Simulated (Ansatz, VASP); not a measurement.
# TiW3 in VASP and in Ansatz

```xyz
4
Lattice="1.5958 -2.2612 0.0000 1.5958 2.2612 0.0000 0.0000 0.0000 8.9697" Properties=species:S:1:pos:R:3 pbc="T T T"
Ti    1.5958    0.0000    4.4848
W     1.5958    0.0000    0.0000
W     0.0000    0.0000    2.2314
W     0.0000    0.0000    6.7383
```

Change from the starting cell: the structure that the rattled cell fell into.

Alike in both runs: task single point; functional PBE; k mesh 6 × 6 × 2; occupations gaussian, width 0.1 eV; collinear spin.

|  | VASP | Ansatz |
| --- | --- | --- |
| version | VASP 6.6.1 | Ansatz 0.2.0 |
| potentials or method | VASP PAW PBE potentials, release 64 (Ti_sv, W_sv), cutoff 520 eV | scalar-relativistic, plane waves, PAW |
| valence electrons in the cell | 54 | 54 |

Ansatz gave:

* gap on the k mesh at the Fermi level (eV): none
* pressure (GPa): 0.0
* rms of the force components (eV/Å): 0.004
* net moment per atom (μB): 0.00

**Question.** Estimate VASP's values.

**Answer.** gap on the k mesh at the Fermi level (eV): none; pressure (GPa): 0.3; rms of the force components (eV/Å): 0.006; net moment per atom (μB): 0.00.

Atom by atom the forces differ by 0.011 eV/Å (rms over components). A gap of «none» marks a metal or a gap that the smearing closes. Ansatz's warnings: seeded moment not kept.

The k mesh is coarse, so the values compare programs but aren't converged. Spin-orbit coupling is off throughout.
